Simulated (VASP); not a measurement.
The system is FeO.

```
Fe O
1.0
     0.00000    2.18376    2.18376
     2.18376    0.00000    2.18376
     2.18376    2.18376    0.00000
Fe O
1 1
Direct
  0.00000 0.00000 0.00000
  0.50000 0.50000 0.50000
```

Base run:

| Quantity | Value |
| --- | --- |
| Program | VASP 6.6.1 |
| Functional | PBE |
| Potentials or basis | VASP PAW PBE potentials, release 64 (Fe, O) |
| Cutoff | 520 eV |
| k mesh | 11 × 11 × 11 |
| Occupations | fermi-dirac, width 0.05 eV |
| Spin | collinear spin, ferromagnetic start |
| Starting moments | [3.0, 0.0] μB |

Its results: band gap on the k mesh zero (filled and empty bands overlap); pressure -6.8 GPa; net moment 4.00 μB per cell; site moments Fe +3.62; O +0.29 μB.

Task: The run is repeated on the same cell with these changes: functional from PBE to r2SCANh; k mesh from 11 × 11 × 11 to 6 × 6 × 6. What comes out?

Result: Band gap on the k mesh zero (filled and empty bands overlap); pressure -14.3 GPa; net moment 4.01 μB per cell; site moments Fe +3.73; O +0.25 μB.

Several settings changed at once.

Caveats: some runs use coarse meshes; a cell with one magnetic atom can't hold antiferromagnetic order, which such compounds often take; the cell stands under tension (at least some runs); semilocal functionals often make such compounds metallic where correlation or magnetic order opens a gap, which also shifts bond lengths (at least some runs); the PAW data sets were made with another functional, which shifts forces and pressure a little (at least some runs).
